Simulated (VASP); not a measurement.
Here is a VASP 6.6.1 calculation.

File INCAR:

```
SYSTEM = Hf
  PREC = Accurate
  ENCUT = 520
  EDIFF = 1E-6
  ISMEAR = 0
  SIGMA = 0.15
  LREAL = .False.
  LASPH = .True.
  NELM = 100
  ALGO = Fast
  ISIF = 2
  LWAVE = .False.
  LCHARG = .False.
  NBANDS = 11
```

The input KPOINTS:

```
regular mesh
0
Gamma
  20 20 20
  0 0 0
```

Contents of POSCAR:

```
Hf
1.0
    0.0000000000      2.4161464281      1.9164873468
    2.4161464281      0.0000000000      1.9164873468
    2.4161464281      2.4161464281      0.0000000000
Hf
1
Direct
    0.0000000000      0.0000000000      0.0000000000
```

Potentials or basis: VASP PAW LDA potentials, release 64 (Hf_pv).

The run is started by

```sh
$ cat potpaw_LDA.64/Hf_pv/POTCAR > POTCAR
$ mpirun -np 1 vasp_std > vasp.out
```

Question: Predict the pressure.

Answer: -8.4 GPa.

Question: Estimate the band gap on the k mesh.

Answer: Zero (bands 5 and 6 overlap by 2.17 eV).

Stress tensor (GPa, compression positive):
```
-9.55  0.00  0.00
 0.00 -9.55  0.00
 0.00  0.00 -5.94
```

Caveat: the cell stands under tension; spin-orbit coupling is left out, which moves the levels of the heavy elements.
